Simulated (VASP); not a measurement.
# KZnF3 (Pm-3m) in VASP: further runs

The runs below take KZnF3 through single point, with r2SCAN.

Everything below comes from runs of VASP 6.6.1. Logs are shortened: lines on timing, memory, paths and dates and some standing lists are left out, and cuts for length are marked.

### Step 1. The cell of the first run

Symmetry: Pm-3m, No. 221, cubic system. Conventional cell: a = 4.020 Å, b = 4.020 Å, c = 4.020 Å, α = 90.00°, β = 90.00°, γ = 90.00°. K (site symmetry m-3m) has 12 F at 2.84 Å and 8 Zn at 3.48 Å within 3.7 Å. Zn (site symmetry m-3m) has 6 F at 2.01 Å within 2.7 Å. F (site symmetry 4/mmm) has 2 Zn at 2.01 Å within 2.7 Å.

### Step 2. Single point, r2SCAN

File POSCAR:

```
KZnF3
1.0
    4.0204133000      0.0000000000      0.0000000000
    0.0000000000      4.0204133000      0.0000000000
    0.0000000000      0.0000000000      4.0204133000
K Zn F
1 1 3
Direct
    0.0000000000      0.0000000000      0.0000000000
    0.5000000000      0.5000000000      0.5000000000
    0.5000000000      0.5000000000      0.0000000000
    0.0000000000      0.5000000000      0.5000000000
    0.5000000000      0.0000000000      0.5000000000
```

File INCAR.step1:

```
SYSTEM = KZnF3
PREC     = Accurate       ! precision mode
ENCUT    = 520            ! plane-wave cutoff, eV
ISMEAR   = -1             ! smearing method
SIGMA    = 0.02           ! smearing width, eV
LREAL    = .FALSE.        ! projectors in reciprocal space
LASPH    = .TRUE.         ! aspherical terms in the spheres
NELM     = 100            ! most SCF steps
NBANDS   = 29             ! bands
GGA      = PE             ! functional
ALGO     = Normal         ! electronic algorithm
EDIFF    = 1E-4           ! SCF threshold, eV
LWAVE    = .TRUE.         ! write WAVECAR
LCHARG   = .FALSE.        ! write CHGCAR
```

File INCAR.step2:

```
SYSTEM = KZnF3
PREC     = Accurate       ! precision mode
ENCUT    = 520            ! plane-wave cutoff, eV
EDIFF    = 1E-7           ! SCF threshold, eV
ISMEAR   = -1             ! smearing method
SIGMA    = 0.02           ! smearing width, eV
LREAL    = .FALSE.        ! projectors in reciprocal space
LASPH    = .TRUE.         ! aspherical terms in the spheres
NELM     = 100            ! most SCF steps
ALGO     = Normal         ! electronic algorithm
ISIF     = 2              ! what is computed and relaxed
LWAVE    = .FALSE.        ! write WAVECAR
LCHARG   = .FALSE.        ! write CHGCAR
METAGGA  = R2SCAN         ! meta-GGA
LMIXTAU  = .TRUE.       
NBANDS   = 29             ! bands
ISTART   = 1
```

File KPOINTS:

```
Automatic mesh
0
G
  8 8 8
  0 0 0
```

Potentials or basis: VASP PAW PBE potentials, release 64 (K_sv, Zn, F).

Command:

```console
cat potpaw_PBE.64/K_sv/POTCAR potpaw_PBE.64/Zn/POTCAR potpaw_PBE.64/F/POTCAR > POTCAR
cp INCAR.step1 INCAR
mpirun -np 1 vasp_std > vasp.out
cp INCAR.step2 INCAR
mpirun -np 1 vasp_std > vasp.out
```

OUTCAR:

```text
SYSTEM = KZnF3
   PREC = Accurate
   ENCUT = 520
   EDIFF = 1E-7
   ISMEAR = -1
   LREAL = .FALSE.
   LASPH = .TRUE.
   NELM = 100
   ISIF = 2
   METAGGA = R2SCAN
   ISTART = 1

 ion  position               nearest neighbor table
   1  0.000  0.000  0.000-   3 2.84   4 2.84   5 2.84   4 2.84   5 2.84   3 2.84   4 2.84   4 2.84
                             3 2.84   5 2.84   5 2.84   3 2.84
   2  0.500  0.500  0.500-   3 2.01   4 2.01   5 2.01   3 2.01   5 2.01   4 2.01
   3  0.500  0.500  0.000-   2 2.01   2 2.01   1 2.84   1 2.84   1 2.84   1 2.84
   4  0.000  0.500  0.500-   2 2.01   2 2.01   1 2.84   1 2.84   1 2.84   1 2.84
   5  0.500  0.000  0.500-   2 2.01   2 2.01   1 2.84   1 2.84   1 2.84   1 2.84

  LATTYP: Found a simple cubic cell.
 ALAT       =     4.0204133000

  Lattice vectors:

 A1 = (   4.0204133000,   0.0000000000,   0.0000000000)
 A2 = (   0.0000000000,   4.0204133000,   0.0000000000)
 A3 = (   0.0000000000,   0.0000000000,   4.0204133000)

Analysis of symmetry for initial positions (statically):
=====================================================================
 Subroutine PRICEL returns:
 Original cell was already a primitive cell.

 Routine SETGRP: Setting up the symmetry group for a
 simple cubic supercell.

 Subroutine GETGRP returns: Found 48 space group operations
 (whereof 48 operations were pure point group operations)
 out of a pool of 48 trial point group operations.

The static configuration has the point symmetry O_h .

Analysis of symmetry for dynamics (positions and initial velocities):
=====================================================================
 Subroutine PRICEL returns:
 Original cell was already a primitive cell.

 Routine SETGRP: Setting up the symmetry group for a
 simple cubic supercell.

 Subroutine GETGRP returns: Found 48 space group operations
 (whereof 48 operations were pure point group operations)
 out of a pool of 48 trial point group operations.

The dynamic configuration has the point symmetry O_h .

 Subroutine INISYM returns: Found 48 space group operations
 (whereof 48 operations are pure point group operations),
 and found     1 'primitive' translations

----------------------------------------------------------------------------------------

                                     Primitive cell

  volume of cell :      64.9848

  direct lattice vectors                    reciprocal lattice vectors
     4.020413300  0.000000000  0.000000000     0.248730647  0.000000000  0.000000000
     0.000000000  4.020413300  0.000000000     0.000000000  0.248730647  0.000000000
     0.000000000  0.000000000  4.020413300     0.000000000  0.000000000  0.248730647

  length of vectors
     4.020413300  4.020413300  4.020413300     0.248730647  0.248730647  0.248730647

  position of ions in fractional coordinates (direct lattice)
     0.000000000  0.000000000  0.000000000
     0.500000000  0.500000000  0.500000000
     0.500000000  0.500000000  0.000000000
     0.000000000  0.500000000  0.500000000
     0.500000000  0.000000000  0.500000000

  ion indices of the primitive-cell ions
   primitive index   ion index
                 1           1
                 2           2
                 3           3
                 4           4
                 5           5

----------------------------------------------------------------------------------------

 KPOINTS: Automatic mesh

Automatic generation of k-mesh.
 Grid dimensions read from file:
 generate k-points for:    8    8    8

 Generating k-lattice:

  Cartesian coordinates                     Fractional coordinates (reciprocal lattice)
     0.031091331  0.000000000  0.000000000     0.125000000  0.000000000  0.000000000
     0.000000000  0.031091331  0.000000000     0.000000000  0.125000000  0.000000000
     0.000000000  0.000000000  0.031091331     0.000000000  0.000000000  0.125000000

  Length of vectors
     0.031091331  0.031091331  0.031091331

  Shift w.r.t. Gamma in fractional coordinates (k-lattice)
     0.000000000  0.000000000  0.000000000

 Subroutine IBZKPT returns following result:
 ===========================================

 Found     35 irreducible k-points:

 Following reciprocal coordinates:
            Coordinates               Weight
  0.000000  0.000000  0.000000      1.000000
  0.125000  0.000000  0.000000      6.000000
  0.250000  0.000000  0.000000      6.000000
  0.375000  0.000000  0.000000      6.000000
  0.500000  0.000000  0.000000      3.000000
  0.125000  0.125000  0.000000     12.000000
[... 16 lines left out ...]
  0.375000  0.375000  0.125000     24.000000
  0.500000  0.375000  0.125000     24.000000
 [... further k-points ...]
   k-points           NKPTS =     35   k-points in BZ     NKDIM =     35   number of bands    NBANDS=     29
   number of dos      NEDOS =    301   number of ions     NIONS =      5
   total plane-waves  NPLWV =  27000
   dimension x,y,z NGX =    30 NGY =   30 NGZ =   30
   dimension x,y,z NGXF=    60 NGYF=   60 NGZF=   60
   ions per type =               1   1   3
   NGX,Y,Z   is equivalent  to a cutoff of  12.41, 12.41, 12.41 a.u.
   NGXF,Y,Z  is equivalent  to a cutoff of  24.81, 24.81, 24.81 a.u.
 SYSTEM =  KZnF3
   PREC   = accura    normal or accurate (medium, high low for compatibility)
   ISTART =      1    job   : 0-new  1-cont  2-samecut
   ICHARG =      0    charge: 1-file 2-atom 10-const
   ISPIN  =      1    spin polarized calculation?
   LNONCOLLINEAR =      F non collinear calculations
   LSORBIT =      F    spin-orbit coupling
   LASPH  =      T    aspherical Exc in radial PAW
   ENCUT  =  520.0 eV  38.22 Ry    6.18 a.u.   7.48  7.48  7.48*2*pi/ulx,y,z
   NELM   =    100;   NELMIN=  2; NELMDL=  0     # of ELM steps
   EDIFF  = 0.1E-06   stopping-criterion for ELM
   LREAL  =      F    real-space projection
   EDIFFG = 0.1E-05   stopping-criterion for IOM
   NSW    =      0    number of steps for IOM
   IBRION =     -1    ionic relax: 0-MD 1-quasi-New 2-CG
   NFREE  =      0    steps in history (QN), initial steepest desc. (CG)
   ISIF   =      2    stress and relaxation
   ISYM   =      2    0-nonsym 1-usesym 2-fastsym
   POTIM  = 0.5000    time-step for ionic-motion
   TEBEG  =    0.0;   TEEND  =   0.0 temperature during run
   PSTRESS=    0.0 pullay stress
   NELECT =      42.0000    total number of electrons
   NUPDOWN=      -1.0000    fix difference up-down
   EMIN   =  10.00;   EMAX   =-10.00  energy-range for DOS
   EFERMI =   0.00;   METHOD = LEGACY
   ISMEAR =    -1;   SIGMA  =   0.02  broadening in eV -4-tet -1-fermi 0-gaus
   EFERMI_NEDOS =   21; number of points for ismear=-14 and -15
   IALGO  =     38    algorithm
   IMIX   =      4    mixing-type and parameters
     AMIX     =   0.40;   BMIX     =  1.00
     AMIX_MAG =   1.60;   BMIX_MAG =  1.00
  volume/ion in A,a.u.               =      13.00        87.71
  Fermi-wavevector in a.u.,A,eV,Ry     =   1.415426  2.674768 27.258338  2.003431
  Thomas-Fermi vector in A             =   2.536866
   LORBIT       =      0    0 simple, 1 ext, 2 COOP (PROOUT), +10 PAW based schemes
   METAGGA = R2SCAN    functional components
   LHFCALC =     F    Hartree Fock is set to
   AEXX    =    0.0000 exact exchange contribution
   IVDW    =     0    specifies the selected vdW correction
   LEPSILON=     F    determine dielectric tensor
   LRPA    =     F    only Hartree local field effects (RPA)
 non-spin polarized calculation
  energy-cutoff  :      520.00
  volume of cell :       64.98
 maximum number of plane-waves:      1775
 NGX is ok and might be reduce to    30
   NGX = 15   NGY = 15   NGZ = 15

 number of electron      41.9999993 magnetization

 Free energy of the ion-electron system (eV)
  ---------------------------------------------------
  ext. energy  EPLUGINS =         0.00000000
  ---------------------------------------------------
  free energy    TOTEN  =       -38.34483222 eV

  energy without entropy =      -38.34483222  energy(sigma->0) =      -38.34483222

 E-fermi :  -0.5810     XC(G=0): -10.5981

 val. band max:       -1.0016777849   @ k =   0.5000   0.5000   0.5000
 cond. band min:       3.6350089205   @ k =   0.0000   0.0000   0.0000
 fundamental gap:      4.6366867055
 Fermi energy:        -0.5809953366

 k-point     1 :       0.0000    0.0000    0.0000
  band No.  band energies     occupation
      1     -29.2705      2.00000
      2     -24.0422      2.00000
      3     -23.4179      2.00000
      4     -23.4179      2.00000
      5     -11.9949      2.00000
      6     -11.9949      2.00000
[... 21 lines left out ...]
     28      10.7205      0.00000
     29      14.3375      0.00000

 k-point     2 :       0.1250    0.0000    0.0000
  band No.  band energies     occupation
      1     -29.2668      2.00000
      2     -24.0248      2.00000
      3     -23.4354      2.00000
      4     -23.4169      2.00000
      5     -11.9941      2.00000
      6     -11.9879      2.00000
[... 21 lines left out ...]
     28      10.7654      0.00000
     29      14.1817      0.00000

 k-point     3 :       0.2500    0.0000    0.0000
  band No.  band energies     occupation
      1     -29.2578      2.00000
      2     -23.9764      2.00000
      3     -23.4811      2.00000
      4     -23.4142      2.00000
      5     -11.9918      2.00000
      6     -11.9706      2.00000
[... 21 lines left out ...]
     28      10.8799      0.00000
     29      13.8197      0.00000

 k-point     4 :       0.3750    0.0000    0.0000
  band No.  band energies     occupation
      1     -29.2487      2.00000
      2     -23.9178      2.00000
      3     -23.5370      2.00000
      4     -23.4116      2.00000
      5     -11.9895      2.00000
      6     -11.9531      2.00000
[... 597 lines left out ...]
     28      11.9942      0.00000
     29      12.3808      0.00000

 k-point    23 :       0.3750    0.3750    0.1250
  band No.  band energies     occupation
      1     -29.2305      2.00000
      2     -23.7447      2.00000
      3     -23.5566      2.00000
      4     -23.5078      2.00000
      5     -12.0653      2.00000
      6     -12.0420      2.00000
[... 21 lines left out ...]
     28      11.3382      0.00000
     29      12.5483      0.00000

 k-point    24 :       0.5000    0.3750    0.1250
  band No.  band energies     occupation
      1     -29.2278      2.00000
      2     -23.6989      2.00000
      3     -23.5781      2.00000
      4     -23.5230      2.00000
      5     -12.0679      2.00000
      6     -12.0621      2.00000
[... 21 lines left out ...]
     28      11.7301      0.00000
     29      12.4224      0.00000

 [... further k-points ...]

------------------------ aborting loop because EDIFF is reached ----------------------------------------

  FORCE on cell =-STRESS in cart. coord.  units (eV):
  Direction    XX          YY          ZZ          XY          YZ          ZX
  --------------------------------------------------------------------------------------
  -------------------------------------------------------------------------------------
  Total        0.8565676      0.8565676      0.8565676     -0.0000000     -0.0000000      0.0000000
  in kB       21.1183575     21.1183575     21.1183575     -0.0000000     -0.0000000      0.0000000
  external PRESSURE =      21.1183575 kB  Pullay stress =       0.0000000 kB

 VOLUME and BASIS-vectors are now :
 -----------------------------------------------------------------------------
  energy-cutoff  :      520.00
  volume of cell :       64.98
      direct lattice vectors                 reciprocal lattice vectors
     4.020413300  0.000000000  0.000000000     0.248730647  0.000000000  0.000000000
     0.000000000  4.020413300  0.000000000     0.000000000  0.248730647  0.000000000
     0.000000000  0.000000000  4.020413300     0.000000000  0.000000000  0.248730647

 POSITION                                       TOTAL-FORCE (eV/Angst)
 -----------------------------------------------------------------------------------
      0.00000      0.00000      0.00000         0.000000      0.000000      0.000000
      2.01021      2.01021      2.01021         0.000000      0.000000      0.000000
      2.01021      2.01021      0.00000         0.000000      0.000000      0.000000
      0.00000      2.01021      2.01021         0.000000      0.000000      0.000000
      2.01021      0.00000      2.01021         0.000000      0.000000      0.000000
 -----------------------------------------------------------------------------------
    total drift:                                0.000000      0.000000     -0.000000

  FREE ENERGIE OF THE ION-ELECTRON SYSTEM (eV)
  ---------------------------------------------------
  free  energy   TOTEN  =       -38.3448322246 eV

  energy  without entropy=      -38.3448322246  energy(sigma->0) =      -38.34483222
```

Wall time 1.7 min (1 thread of Intel Xeon 6975P-C (Granite Rapids), shared host); peak memory 0.21 GiB.

Results:

| Property | Result |
| --- | --- |
| Free energy | -38.3448 eV |
| Pressure | 2.1 GPa |
| Band gap on the k mesh | 4.64 eV (least direct gap 6.76 eV) |

Levels at points of the mesh, in eV from the valence-band top:
| k point | band 18 | band 19 | band 20 | band 21 | band 22 | band 23 | band 24 | band 25 |
| --- | --- | --- | --- | --- | --- | --- | --- | --- |
| (0.00, 0.00, 0.00) | -2.37 | -2.12 | -2.12 | -2.12 | 4.64 | 9.19 | 9.19 | 10.33 |
| (0.50, 0.00, 0.00) | -2.31 | -1.88 | -1.88 | -1.53 | 7.47 | 9.03 | 10.19 | 11.85 |
| (0.50, 0.50, 0.00) | -1.96 | -1.96 | -1.78 | 0.00 | 8.92 | 10.79 | 11.08 | 11.08 |
| (0.50, 0.50, 0.50) | -1.76 | -1.76 | 0.00 | 0.00 | 9.16 | 9.16 | 9.16 | 11.36 |

Caveat: the PAW data sets were made with another functional, which shifts forces and pressure a little. A k mesh can miss the band edges.

### Step 3. Single point, r2SCAN

This run uses another cell than the first one, of 13.26 Å³/atom.

POSCAR, as its differences from that of step 2:

```diff
@@ -2,5 +2,5 @@
 1.0
-    4.0204133000      0.0000000000      0.0000000000
-    0.0000000000      4.0204133000      0.0000000000
-    0.0000000000      0.0000000000      4.0204133000
+    4.0475790800      0.0000000000      0.0000000000
+    0.0000000000      4.0475790800      0.0000000000
+    0.0000000000      0.0000000000      4.0475790800
 K Zn F
```

File INCAR.step1:

```
PREC = Accurate
ENCUT = 520
ISMEAR = -1
SIGMA = 0.02
LREAL = False
LASPH = True
NELM = 100
NBANDS = 29
GGA = PE
ALGO = Normal
EDIFF = 1E-4
LWAVE = True
LCHARG = False
```

File INCAR.step2:

```
PREC = Accurate
ENCUT = 520
EDIFF = 1E-6
ISMEAR = -1
SIGMA = 0.02
LREAL = False
LASPH = True
NELM = 100
ALGO = Normal
ISIF = 2
LWAVE = False
LCHARG = False
METAGGA = R2SCAN
LMIXTAU = True
NBANDS = 29
ISTART = 1
```

File KPOINTS:

```
regular mesh
0
Gamma
  8 8 8
```

Potentials or basis: VASP PAW PBE potentials, release 64 (K_sv, Zn, F).

Command:

```console
cat potpaw_PBE.64/K_sv/POTCAR potpaw_PBE.64/Zn/POTCAR potpaw_PBE.64/F/POTCAR > POTCAR
cp INCAR.step1 INCAR
mpirun -np 1 vasp_std > vasp.out
cp INCAR.step2 INCAR
mpirun -np 1 vasp_std > vasp.out
```

Run time: 97 s. Hardware: 1 thread of Intel Xeon 6975P-C (Granite Rapids), shared host; peak memory 0.21 GiB.

The run converged. Its results:

* Free energy: -38.3560 eV
* Pressure: 0.2 GPa
* Band gap on the k mesh: 4.58 eV (least direct gap 6.58 eV)

Levels at points of the mesh, in eV from the valence-band top:
```
           k point  band 17  band 18  band 19  band 20  band 21  band 22  band 23  band 24  band 25  band 26
(0.00, 0.00, 0.00)    -2.23    -2.23    -1.99    -1.99    -1.99     4.58     9.29     9.29    10.27    11.78
(0.50, 0.00, 0.00)    -2.17    -2.17    -1.80    -1.80    -1.51     7.36     9.02    10.26    11.88    11.88
(0.50, 0.50, 0.00)    -2.09    -1.88    -1.88    -1.66     0.00     8.84    10.81    11.01    11.01    12.21
(0.50, 0.50, 0.50)    -1.64    -1.64    -1.64     0.00     0.00     9.19     9.19     9.19    11.19    13.26
```

Caveat: the PAW data sets were made with another functional, which shifts forces and pressure a little. A k mesh can miss the band edges.

### Step 4. Single point, r2SCAN

This run uses another cell than the first one, of 13.26 Å³/atom.

POSCAR is that of step 3.

File INCAR.step1:

```
SYSTEM = KZnF3
  PREC = Accurate
  ENCUT = 520
  ISMEAR = -1
  SIGMA = 0.02
  LREAL = .False.
  LASPH = .True.
  NELM = 100
  NBANDS = 29
  GGA = PE
  ALGO = Normal
  EDIFF = 1E-4
  LWAVE = .True.
  LCHARG = .False.
```

File INCAR.step2:

```
SYSTEM = KZnF3
  PREC = Accurate
  ENCUT = 520
  EDIFF = 1E-6
  ISMEAR = -1
  SIGMA = 0.02
  LREAL = .False.
  LASPH = .True.
  NELM = 100
  ALGO = Normal
  ISIF = 2
  LWAVE = .False.
  LCHARG = .False.
  METAGGA = R2SCAN
  LMIXTAU = .True.
  NBANDS = 29
  ISTART = 1
```

File KPOINTS:

```
regular mesh
0
Gamma
  8 8 8
  0 0 0
```

Command:

```console
cat potpaw_PBE.64/K_sv/POTCAR potpaw_PBE.64/Zn/POTCAR potpaw_PBE.64/F/POTCAR > POTCAR
cp INCAR.step1 INCAR
mpirun -np 1 vasp_std > vasp.out
cp INCAR.step2 INCAR
mpirun -np 1 vasp_std > vasp.out
```

It took 1.8 min on 1 thread of Intel Xeon 6975P-C (Granite Rapids), shared host; peak memory 0.21 GiB.

It converged, with:

- Free energy: -38.3560 eV
- Pressure: 0.2 GPa
- Band gap on the k mesh: 4.58 eV (least direct gap 6.58 eV)

Levels at points of the mesh, in eV from the valence-band top:
| k point | band 17 | band 18 | band 19 | band 20 | band 21 | band 22 | band 23 | band 24 | band 25 | band 26 |
| --- | --- | --- | --- | --- | --- | --- | --- | --- | --- | --- |
| (0.00, 0.00, 0.00) | -2.23 | -2.23 | -1.99 | -1.99 | -1.99 | 4.58 | 9.29 | 9.29 | 10.27 | 11.78 |
| (0.50, 0.00, 0.00) | -2.17 | -2.17 | -1.80 | -1.80 | -1.51 | 7.36 | 9.02 | 10.26 | 11.88 | 11.88 |
| (0.50, 0.50, 0.00) | -2.09 | -1.88 | -1.88 | -1.66 | 0.00 | 8.84 | 10.81 | 11.01 | 11.01 | 12.21 |
| (0.50, 0.50, 0.50) | -1.64 | -1.64 | -1.64 | 0.00 | 0.00 | 9.19 | 9.19 | 9.19 | 11.19 | 13.26 |

Caveat: the PAW data sets were made with another functional, which shifts forces and pressure a little.

(Part 1 of 2 ends here.)
